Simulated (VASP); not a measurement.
A run of VASP 6.6.1:

Contents of INCAR:

```
PREC = Accurate
ENCUT = 520
EDIFF = 1E-7
ISMEAR = 0
SIGMA = 0.05
LREAL = F
LASPH = T
NELM = 100
ALGO = Normal
ISIF = 2
LWAVE = F
LCHARG = T
LELF = T
LVHAR = T
NBANDS = 20
```

KPOINTS

```
regular mesh
0
Gamma
  12 12 12
```

Contents of POSCAR:

```
SnO2
1.0
    1.4816782300      0.8554473250      5.7181702905
   -1.4816782300      0.8554473250      5.7181702905
    0.0000000000     -1.7108946499      5.7181702905
Sn O
1 2
Direct
    0.5000000000      0.5000000000      0.5000000000
    0.2371700000      0.2371700000      0.2371700000
    0.7628300000      0.7628300000      0.7628300000
```

Potentials or basis: VASP PAW LDA potentials, release 64 (Sn_d, O).

The run is started by

```bash
$ cat potpaw_LDA.64/Sn_d/POTCAR potpaw_LDA.64/O/POTCAR > POTCAR
$ mpirun -np 1 vasp_std > vasp.out
```

Hardware: 1 thread of Intel Xeon 8259CL (shared host).

How long does it take, and how much memory?

It took 10 min on 1 thread of Intel Xeon 8259CL (shared host), peak memory 0.36 GiB. Counts: scf iterations 13, k points 189.
